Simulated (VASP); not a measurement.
# FeGe (CsCl type) (Pm-3m) in VASP: further runs

The runs below take FeGe (CsCl type) through single point, with PBE.

All numbers are computed with VASP 6.6.1; they aren't measurements. Logs are shortened: lines on timing, memory, paths and dates and some standing lists are left out, and cuts for length are marked.

## (1) The cell of the first run

It takes space group Pm-3m (No. 221, cubic). The conventional cell has a = 2.411 Å, b = 2.411 Å, c = 2.411 Å, α = 90.00°, β = 90.00°, γ = 90.00°. Fe (site symmetry m-3m) has 8 Ge at 2.09 Å and 6 Fe at 2.41 Å within 2.8 Å. Within 2.8 Å of Ge (site symmetry m-3m) lie 8 Fe at 2.09 Å and 6 Ge at 2.41 Å.

## (2) Single point, PBE, collinear spin, ferromagnetic start

The input, INCAR:

```
PREC     = Accurate       # precision mode
ENCUT    = 520            # plane-wave cutoff, eV
EDIFF    = 1E-7           # SCF threshold, eV
ISMEAR   = -1             # smearing method
SIGMA    = 0.05           # smearing width, eV
LREAL    = F              # projectors in reciprocal space
LASPH    = T              # aspherical terms in the spheres
NELM     = 150            # most SCF steps
ALGO     = Normal         # electronic algorithm
ISIF     = 2              # what is computed and relaxed
LWAVE    = F              # write WAVECAR
LCHARG   = T              # write CHGCAR
ISPIN    = 2              # spin polarisation
MAGMOM   = 2.5 0          # initial moments
LORBIT   = 11             # projections on sites
LMAXMIX  = 4              # l up to which the mixer works
GGA      = PE             # functional
LELF     = T              # ELF
LVHAR    = T            
NBANDS   = 22             # bands
```

The input, KPOINTS:

```
regular mesh
0
Gamma
  17 17 17
```

The input, POSCAR:

```
FeGe
1.0
    2.4106624889      0.0000000000      0.0000000000
    0.0000000000      2.4106624889      0.0000000000
    0.0000000000      0.0000000000      2.4106624889
Fe Ge
1 1
Direct
    0.0000000000      0.0000000000      0.0000000000
    0.5000000000      0.5000000000      0.5000000000
```

Potentials or basis: VASP PAW PBE potentials, release 64 (Fe, Ge_d).

On the command line:

```bash
$ cat potpaw_PBE.64/Fe/POTCAR potpaw_PBE.64/Ge_d/POTCAR > POTCAR
$ mpirun -np 1 vasp_std > vasp.out
```

OUTCAR:

```text
PREC = Accurate
   ENCUT = 520
   EDIFF = 1E-7
   ISMEAR = -1
   LREAL = F
   LASPH = T
   NELM = 150
   ISIF = 2
   ISPIN = 2
   LORBIT = 11
   GGA = PE

 ion  position               nearest neighbor table
   1  0.000  0.000  0.000-   2 2.09   2 2.09   2 2.09   2 2.09   2 2.09   2 2.09   2 2.09   2 2.09

   2  0.500  0.500  0.500-   1 2.09   1 2.09   1 2.09   1 2.09   1 2.09   1 2.09   1 2.09   1 2.09

  LATTYP: Found a simple cubic cell.
 ALAT       =     2.4106624889

  Lattice vectors:

 A1 = (   2.4106624889,   0.0000000000,   0.0000000000)
 A2 = (   0.0000000000,   2.4106624889,   0.0000000000)
 A3 = (   0.0000000000,   0.0000000000,   2.4106624889)

Analysis of symmetry for initial positions (statically):
=====================================================================
 Subroutine PRICEL returns:
 Original cell was already a primitive cell.

 Routine SETGRP: Setting up the symmetry group for a
 simple cubic supercell.

 Subroutine GETGRP returns: Found 48 space group operations
 (whereof 48 operations were pure point group operations)
 out of a pool of 48 trial point group operations.

The static configuration has the point symmetry O_h .

Analysis of symmetry for dynamics (positions and initial velocities):
=====================================================================
 Subroutine PRICEL returns:
 Original cell was already a primitive cell.

 Routine SETGRP: Setting up the symmetry group for a
 simple cubic supercell.

 Subroutine GETGRP returns: Found 48 space group operations
 (whereof 48 operations were pure point group operations)
 out of a pool of 48 trial point group operations.

The dynamic configuration has the point symmetry O_h .

Analysis of structural, dynamic, and magnetic symmetry:
=====================================================================
 Subroutine PRICEL returns:
 Original cell was already a primitive cell.

 Routine SETGRP: Setting up the symmetry group for a
 simple cubic supercell.

 Subroutine GETGRP returns: Found 48 space group operations
 (whereof 48 operations were pure point group operations)
 out of a pool of 48 trial point group operations.

The overall configuration has the point symmetry O_h .

 Subroutine INISYM returns: Found 48 space group operations
 (whereof 48 operations are pure point group operations),
 and found     1 'primitive' translations

----------------------------------------------------------------------------------------

                                     Primitive cell

  volume of cell :      14.0091

  direct lattice vectors                    reciprocal lattice vectors
     2.410662489  0.000000000  0.000000000     0.414823728  0.000000000  0.000000000
     0.000000000  2.410662489  0.000000000     0.000000000  0.414823728  0.000000000
     0.000000000  0.000000000  2.410662489     0.000000000  0.000000000  0.414823728

  length of vectors
     2.410662489  2.410662489  2.410662489     0.414823728  0.414823728  0.414823728

  position of ions in fractional coordinates (direct lattice)
     0.000000000  0.000000000  0.000000000
     0.500000000  0.500000000  0.500000000

  ion indices of the primitive-cell ions
   primitive index   ion index
                 1           1
                 2           2

----------------------------------------------------------------------------------------

 KPOINTS: regular mesh

Automatic generation of k-mesh.
 Grid dimensions read from file:
 generate k-points for:   17   17   17

 Generating k-lattice:

  Cartesian coordinates                     Fractional coordinates (reciprocal lattice)
     0.024401396  0.000000000  0.000000000     0.058823529  0.000000000  0.000000000
     0.000000000  0.024401396  0.000000000     0.000000000  0.058823529  0.000000000
     0.000000000  0.000000000  0.024401396     0.000000000  0.000000000  0.058823529

  Length of vectors
     0.024401396  0.024401396  0.024401396

  Shift w.r.t. Gamma in fractional coordinates (k-lattice)
     0.000000000  0.000000000  0.000000000

 Subroutine IBZKPT returns following result:
 ===========================================

 Found    165 irreducible k-points:

 Following reciprocal coordinates:
            Coordinates               Weight
  0.000000  0.000000  0.000000      1.000000
  0.058824  0.000000  0.000000      6.000000
  0.117647  0.000000  0.000000      6.000000
  0.176471  0.000000  0.000000      6.000000
  0.235294  0.000000  0.000000      6.000000
  0.294118  0.000000  0.000000      6.000000
[... 16 lines left out ...]
  0.411765  0.117647  0.000000     24.000000
  0.470588  0.117647  0.000000     24.000000
 [... further k-points ...]
   k-points           NKPTS =    165   k-points in BZ     NKDIM =    165   number of bands    NBANDS=     22
   number of dos      NEDOS =    301   number of ions     NIONS =      2
   total plane-waves  NPLWV =   5832
   dimension x,y,z NGX =    18 NGY =   18 NGZ =   18
   dimension x,y,z NGXF=    36 NGYF=   36 NGZF=   36
   ions per type =               1   1
   NGX,Y,Z   is equivalent  to a cutoff of  12.41, 12.41, 12.41 a.u.
   NGXF,Y,Z  is equivalent  to a cutoff of  24.83, 24.83, 24.83 a.u.
 SYSTEM =  unknown system
   PREC   = accura    normal or accurate (medium, high low for compatibility)
   ISTART =      0    job   : 0-new  1-cont  2-samecut
   ICHARG =      2    charge: 1-file 2-atom 10-const
   ISPIN  =      2    spin polarized calculation?
   LNONCOLLINEAR =      F non collinear calculations
   LSORBIT =      F    spin-orbit coupling
   LASPH  =      T    aspherical Exc in radial PAW
   ENCUT  =  520.0 eV  38.22 Ry    6.18 a.u.   4.48  4.48  4.48*2*pi/ulx,y,z
   NELM   =    150;   NELMIN=  2; NELMDL= -5     # of ELM steps
   EDIFF  = 0.1E-06   stopping-criterion for ELM
   LREAL  =      F    real-space projection
   EDIFFG = 0.1E-05   stopping-criterion for IOM
   NSW    =      0    number of steps for IOM
   IBRION =     -1    ionic relax: 0-MD 1-quasi-New 2-CG
   NFREE  =      0    steps in history (QN), initial steepest desc. (CG)
   ISIF   =      2    stress and relaxation
   ISYM   =      2    0-nonsym 1-usesym 2-fastsym
   POTIM  = 0.5000    time-step for ionic-motion
   TEBEG  =    0.0;   TEEND  =   0.0 temperature during run
   PSTRESS=    0.0 pullay stress
   NELECT =      22.0000    total number of electrons
   NUPDOWN=      -1.0000    fix difference up-down
   EMIN   =  10.00;   EMAX   =-10.00  energy-range for DOS
   EFERMI =   0.00;   METHOD = LEGACY
   ISMEAR =    -1;   SIGMA  =   0.05  broadening in eV -4-tet -1-fermi 0-gaus
   EFERMI_NEDOS =   21; number of points for ismear=-14 and -15
   IALGO  =     38    algorithm
   IMIX   =      4    mixing-type and parameters
     AMIX     =   0.40;   BMIX     =  1.00
     AMIX_MAG =   1.60;   BMIX_MAG =  1.00
  volume/ion in A,a.u.               =       7.00        47.27
  Fermi-wavevector in a.u.,A,eV,Ry     =   1.902885  3.595932 49.266330  3.620973
  Thomas-Fermi vector in A             =   2.941442
   LORBIT       =     11    0 simple, 1 ext, 2 COOP (PROOUT), +10 PAW based schemes
   GGA     = PE    functional components
   LHFCALC =     F    Hartree Fock is set to
   AEXX    =    0.0000 exact exchange contribution
   IVDW    =     0    specifies the selected vdW correction
   LEPSILON=     F    determine dielectric tensor
   LRPA    =     F    only Hartree local field effects (RPA)
 spin polarized calculation
  energy-cutoff  :      520.00
  volume of cell :       14.01
 maximum number of plane-waves:       389
 NGX is ok and might be reduce to    18
   NGX =  9   NGY =  9   NGZ =  9

 number of electron      21.9999979 magnetization       0.0090285

 number of electron      21.9999979 magnetization      -0.0000161

 Free energy of the ion-electron system (eV)
  ---------------------------------------------------
  ext. energy  EPLUGINS =         0.00000000
  ---------------------------------------------------
  free energy    TOTEN  =        -5.65044814 eV

  energy without entropy =       -5.64597945  energy(sigma->0) =       -5.64821380

 E-fermi :  18.5941     XC(G=0): -16.7219

 val. band max:       18.5876372314   @ k =   0.4118   0.4118   0.0000
 cond. band min:      18.6037544004   @ k =   0.4706   0.4706   0.1765
 fundamental gap:      0.0161171690
 Fermi energy:        18.5941301036

 spin component 1

 k-point     1 :       0.0000    0.0000    0.0000
  band No.  band energies     occupation
      1      -8.8874      1.00000
      2      -8.8874      1.00000
      3      -8.1762      1.00000
      4      -8.1762      1.00000
      5      -8.1762      1.00000
      6      -1.7563      1.00000
[... 14 lines left out ...]
     21      52.6255      0.00000
     22      52.6255      0.00000

 k-point     2 :       0.0588    0.0000    0.0000
  band No.  band energies     occupation
      1      -8.8834      1.00000
      2      -8.8673      1.00000
      3      -8.1811      1.00000
      4      -8.1811      1.00000
      5      -8.1746      1.00000
      6      -1.6563      1.00000
[... 542 lines left out ...]
 k-point    24 :       0.4706    0.1176    0.0000
  band No.  band energies     occupation
      1      -8.7253      1.00000
      2      -8.3738      1.00000
      3      -8.3295      1.00000
      4      -8.2701      1.00000
      5      -8.1656      1.00000
      6       4.2524      1.00000
[... 14 lines left out ...]
     21      48.8814      0.00000
     22      51.1420      0.00000

 [... further k-points ...]

 spin component 2

 k-point     1 :       0.0000    0.0000    0.0000
  band No.  band energies     occupation
      1      -8.8874      1.00000
      2      -8.8874      1.00000
      3      -8.1762      1.00000
      4      -8.1762      1.00000
      5      -8.1762      1.00000
      6      -1.7563      1.00000
[... 14 lines left out ...]
     21      52.6255      0.00000
     22      52.6255      0.00000

 k-point     2 :       0.0588    0.0000    0.0000
  band No.  band energies     occupation
      1      -8.8834      1.00000
      2      -8.8673      1.00000
      3      -8.1811      1.00000
      4      -8.1811      1.00000
      5      -8.1746      1.00000
      6      -1.6563      1.00000
[... 542 lines left out ...]
 k-point    24 :       0.4706    0.1176    0.0000
  band No.  band energies     occupation
      1      -8.7253      1.00000
      2      -8.3738      1.00000
      3      -8.3295      1.00000
      4      -8.2701      1.00000
      5      -8.1656      1.00000
      6       4.2524      1.00000
[... 14 lines left out ...]
     21      48.8814      0.00000
     22      51.1421      0.00000

 [... further k-points ...]
[... 5 lines left out ...]
  --------------------------------------------------------------------------------------
  -------------------------------------------------------------------------------------
  Total       32.5134937     32.5134937     32.5134937     -0.0000000     -0.0000000     -0.0000000
  in kB     3718.4760660   3718.4760660   3718.4760660     -0.0000000     -0.0000000     -0.0000000
  external PRESSURE =    3718.4760660 kB  Pullay stress =       0.0000000 kB

 VOLUME and BASIS-vectors are now :
 -----------------------------------------------------------------------------
  energy-cutoff  :      520.00
  volume of cell :       14.01
      direct lattice vectors                 reciprocal lattice vectors
     2.410662489  0.000000000  0.000000000     0.414823728  0.000000000  0.000000000
     0.000000000  2.410662489  0.000000000     0.000000000  0.414823728  0.000000000
     0.000000000  0.000000000  2.410662489     0.000000000  0.000000000  0.414823728

 POSITION                                       TOTAL-FORCE (eV/Angst)
 -----------------------------------------------------------------------------------
      0.00000      0.00000      0.00000         0.000000      0.000000      0.000000
      1.20533      1.20533      1.20533         0.000000      0.000000      0.000000
 -----------------------------------------------------------------------------------
    total drift:                                0.000000     -0.000000      0.000000

  FREE ENERGIE OF THE ION-ELECTRON SYSTEM (eV)
  ---------------------------------------------------
  free  energy   TOTEN  =        -5.6504481428 eV

  energy  without entropy=       -5.6459794476  energy(sigma->0) =       -5.64821380

 total charge

# of ion       s       p       d       tot
------------------------------------------
    1        0.684   1.246   7.680   9.611
    2        1.169   2.015  10.673  13.857
--------------------------------------------------
tot          1.853   3.261  18.353  23.467

 magnetization (x)

# of ion       s       p       d       tot
------------------------------------------
    1        0.000   0.000  -0.000  -0.000
    2       -0.000   0.000   0.000   0.000
--------------------------------------------------
tot         -0.000   0.000  -0.000  -0.000
```

Wall time 56 s (1 thread of AMD EPYC 9R45 (Zen 5), shared host); peak memory 0.16 GiB.

Results:

- Free energy: -5.6504 eV
- Pressure: 371.8 GPa
- Band gap on the k mesh: zero (filled and empty bands overlap)
- Net moment: 0.00 μB per cell

Levels at points of the mesh, in eV from the Fermi level:
Spin up:
```tsv
k point	band 9	band 10	band 11	band 12	band 13	band 14
(0.00, 0.00, 0.00)	-1.54	-1.54	-1.54	4.39	4.39	4.39
```
Spin down:
```tsv
k point	band 9	band 10	band 11	band 12	band 13	band 14
(0.00, 0.00, 0.00)	-1.54	-1.54	-1.54	4.39	4.39	4.39
```

Caveat: the cell stands under pressure.

## (3) Single point, PBE, collinear spin, ferromagnetic start

The input, INCAR:

```
SYSTEM = FeGe
  PREC = Accurate
  ENCUT = 520
  EDIFF = 1E-6
  ISMEAR = -1
  SIGMA = 0.05
  LREAL = .False.
  LASPH = .True.
  NELM = 150
  ALGO = Normal
  ISIF = 2
  LWAVE = .False.
  LCHARG = .False.
  ISPIN = 2
  MAGMOM = 2.5 0
  LORBIT = 11
  LMAXMIX = 4
  GGA = PE
  NBANDS = 22
```

The input, KPOINTS:

```
regular mesh
0
Gamma
  17 17 17
  0 0 0
```

The input, POSCAR:

```
FeGe
1.0
    2.4106624890      0.0000000000      0.0000000000
    0.0000000000      2.4106624890      0.0000000000
    0.0000000000      0.0000000000      2.4106624890
Fe Ge
1 1
Direct
    0.0000000000      0.0000000000      0.0000000000
    0.5000000000      0.5000000000      0.5000000000
```

Potentials or basis: VASP PAW PBE potentials, release 64 (Fe, Ge_d).

On the command line:

```bash
$ cat potpaw_PBE.64/Fe/POTCAR potpaw_PBE.64/Ge_d/POTCAR > POTCAR
$ mpirun -np 1 vasp_std > vasp.out
```

OUTCAR:

```text
SYSTEM = FeGe
   PREC = Accurate
   ENCUT = 520
   EDIFF = 1E-6
   ISMEAR = -1
   LREAL = .False.
   LASPH = .True.
   NELM = 150
   ISIF = 2
   ISPIN = 2
   LORBIT = 11
   GGA = PE

 ion  position               nearest neighbor table
   1  0.000  0.000  0.000-   2 2.09   2 2.09   2 2.09   2 2.09   2 2.09   2 2.09   2 2.09   2 2.09

   2  0.500  0.500  0.500-   1 2.09   1 2.09   1 2.09   1 2.09   1 2.09   1 2.09   1 2.09   1 2.09

  LATTYP: Found a simple cubic cell.
 ALAT       =     2.4106624890

  Lattice vectors:

 A1 = (   2.4106624890,   0.0000000000,   0.0000000000)
[... 1417 lines left out ...]

 VOLUME and BASIS-vectors are now :
 -----------------------------------------------------------------------------
  energy-cutoff  :      520.00
  volume of cell :       14.01
      direct lattice vectors                 reciprocal lattice vectors
     2.410662489  0.000000000  0.000000000     0.414823728  0.000000000  0.000000000
     0.000000000  2.410662489  0.000000000     0.000000000  0.414823728  0.000000000
     0.000000000  0.000000000  2.410662489     0.000000000  0.000000000  0.414823728

 POSITION                                       TOTAL-FORCE (eV/Angst)
 -----------------------------------------------------------------------------------
      0.00000      0.00000      0.00000         0.000000      0.000000      0.000000
      1.20533      1.20533      1.20533         0.000000      0.000000      0.000000
 -----------------------------------------------------------------------------------
    total drift:                                0.000000     -0.000000      0.000000

  FREE ENERGIE OF THE ION-ELECTRON SYSTEM (eV)
  ---------------------------------------------------
  free  energy   TOTEN  =        -5.6504481383 eV

  energy  without entropy=       -5.6459794500  energy(sigma->0) =       -5.64821379

 total charge

# of ion       s       p       d       tot
------------------------------------------
    1        0.684   1.246   7.680   9.611
    2        1.169   2.015  10.673  13.857
--------------------------------------------------
tot          1.853   3.261  18.353  23.467

 magnetization (x)

# of ion       s       p       d       tot
------------------------------------------
    1        0.000   0.000  -0.000  -0.000
    2       -0.000  -0.000   0.000  -0.000
--------------------------------------------------
tot         -0.000   0.000  -0.000  -0.000
```

OSZICAR:

```text
N       E                     dE             d eps       ncg     rms          rms(c)
DAV:   1     0.127469140582E+03    0.12747E+03   -0.91011E+03 18638   0.285E+03
DAV:   2     0.429062889857E+01   -0.12318E+03   -0.11546E+03 14880   0.410E+02
DAV:   3    -0.562363035603E+01   -0.99143E+01   -0.98097E+01 16284   0.861E+01
DAV:   4    -0.574412129749E+01   -0.12049E+00   -0.12045E+00 16512   0.102E+01
DAV:   5    -0.574483744637E+01   -0.71615E-03   -0.71613E-03 16866   0.765E-01    0.318E+01
DAV:   6    -0.596192915406E+01   -0.21709E+00   -0.23286E+00 19144   0.192E+01    0.116E+01
DAV:   7    -0.580223345893E+01    0.15970E+00   -0.11688E+00 19466   0.175E+01    0.108E+01
DAV:   8    -0.564757783791E+01    0.15466E+00   -0.38122E-01 21084   0.776E+00    0.115E+00
DAV:   9    -0.565021628551E+01   -0.26384E-02   -0.16563E-02 21490   0.173E+00    0.521E-01
DAV:  10    -0.565041890183E+01   -0.20262E-03   -0.65795E-04 21362   0.362E-01    0.251E-01
DAV:  11    -0.565043233918E+01   -0.13437E-04   -0.75222E-05 21254   0.183E-01    0.109E-01
DAV:  12    -0.565044749939E+01   -0.15160E-04   -0.21770E-05 21174   0.596E-02    0.256E-02
DAV:  13    -0.565044947934E+01   -0.19799E-05   -0.42449E-06 14668   0.380E-02    0.650E-03
DAV:  14    -0.565044823268E+01    0.12467E-05   -0.68958E-07  9508   0.267E-02    0.239E-03
DAV:  15    -0.565044813834E+01    0.94344E-07   -0.16306E-07  9028   0.365E-03
   1 F= -.56504481E+01 E0= -.56482138E+01  d E =-.446869E-02  mag=    -0.0000
```

stdout:

```text
POSCAR found type information on POSCAR FeGe
 POSCAR found :  2 types and       2 ions
 scaLAPACK will be used
 LDA part: xc-table for (Slater+PW92), standard interpolation
 POSCAR, INCAR and KPOINTS ok, starting setup
 FFT: planning ... GRIDC
 FFT: planning ... GRID_SOFT
 FFT: planning ... GRID
 WAVECAR not read
 entering main loop
```

It took 49 s on 1 thread of AMD EPYC 9R45 (Zen 5), shared host; peak memory 0.16 GiB.

What came out:

```yaml
Free_energy: -5.6504 eV
Pressure: 371.9 GPa
Band_gap_on_the_k_mesh: zero (filled and empty bands overlap)
Net_moment: 0.00 μB per cell
```

Caveat: the cell stands under pressure.
